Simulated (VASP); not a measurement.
Write the native input for VASP 6.6.1 that does the following.

```yaml
Task: single point
Functional: revPBE
Dispersion: D3(BJ)
Potentials_or_basis: VASP PAW PBE potentials, release 64 (La, O)
Cutoff: 520 eV
k_mesh: 6 × 6 × 4
Occupations: gaussian, width 0.01 eV
Spin: no spin polarisation
Dipole_correction: no
Further_INCAR_settings: ALGO = Normal; EDIFF = 1e-06; NBANDS = 28
```

The structure of La2O3 lies in POSCAR:

```
La2O3
1.0
    3.9236981652      0.0000000000      0.0000000000
   -1.9618490826      3.3980222879      0.0000000000
    0.0000000000      0.0000000000      6.0988785934
La O
2 3
Direct
    0.6666666667      0.3333333333      0.7544290419
    0.3333333333      0.6666666667      0.2455709581
    0.6666666667      0.3333333333      0.3537019644
    0.3333333333      0.6666666667      0.6462980356
    0.0000000000      0.0000000000      0.0000000000
```

The input as run:

INCAR

```
  PREC = Accurate
  ENCUT = 520
  EDIFF = 1E-6
  ISMEAR = 0
  SIGMA = 0.01
  LREAL = F
  LASPH = T
  NELM = 100
  ALGO = Normal
  ISIF = 2
  LWAVE = F
  LCHARG = F
  GGA = RE
  IVDW = 12
  NBANDS = 28
```

KPOINTS

```
regular mesh
0
Gamma
  6 6 4
```

Potentials or basis: VASP PAW PBE potentials, release 64 (La, O).

Command:

```console
$ cat potpaw_PBE.64/La/POTCAR potpaw_PBE.64/O/POTCAR > POTCAR
$ mpirun -np 1 vasp_std > vasp.out
```

Results of the run:

| Item | Value |
| --- | --- |
| Pressure | -0.3 GPa |
| Largest force | 0.013 eV/Å |
| Band gap on the k mesh | 3.92 eV, indirect (least direct gap 4.06 eV) |
| Dispersion energy per atom | -0.466 eV |

Caveat: the PAW data sets were made with another functional, which shifts forces and pressure a little; spin-orbit coupling is left out, which moves the levels of the heavy elements.

Run time: 92 s on 1 thread of AMD EPYC 7R43 64-Core Processor (Zen 3) (shared host), peak memory 0.2 GiB.
